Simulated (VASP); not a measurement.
HgTe:

```
Hg Te
1.0
     0.00000    3.28608    3.28608
     3.28608    0.00000    3.28608
     3.28608    3.28608    0.00000
Hg Te
1 1
Cartesian
  0.0000 0.0000 0.0000
  1.6430 1.6430 1.6430
```

Base run:

| Item | Value |
| --- | --- |
| Program | VASP 6.6.1 |
| Functional | revPBE |
| Potentials or basis | VASP PAW PBE potentials, release 64 (Hg, Te) |
| Cutoff | 520 eV |
| k mesh | 10 × 10 × 10 |
| Occupations | gaussian, width 0.05 eV |
| Spin | no spin polarisation |

Its results: band gap on the k mesh zero (filled and empty bands touch); pressure 2.6 GPa.

**Question.** After a change of settings the same cell gave: band gap on the k mesh zero (filled and empty bands touch); pressure 3.0 GPa. Which change was it?
A. functional from revPBE to r2SCAN; occupations from gaussian, width 0.05 eV to methfessel-paxton, width 0.05 eV
B. functional from revPBE to r2SCAN
C. functional from revPBE to RPBE; further incar settings from ALGO = Normal; EDIFF = 1e-07; NBANDS = 16 to ALGO = Normal; EDIFF = 1e-06; NBANDS = 16

**Answer.** C.

Caveats: semilocal functionals underestimate gaps, so a narrow gap can read as zero; the PAW data sets were made with another functional, which shifts forces and pressure a little; spin-orbit coupling is left out, which moves the levels of the heavy elements.
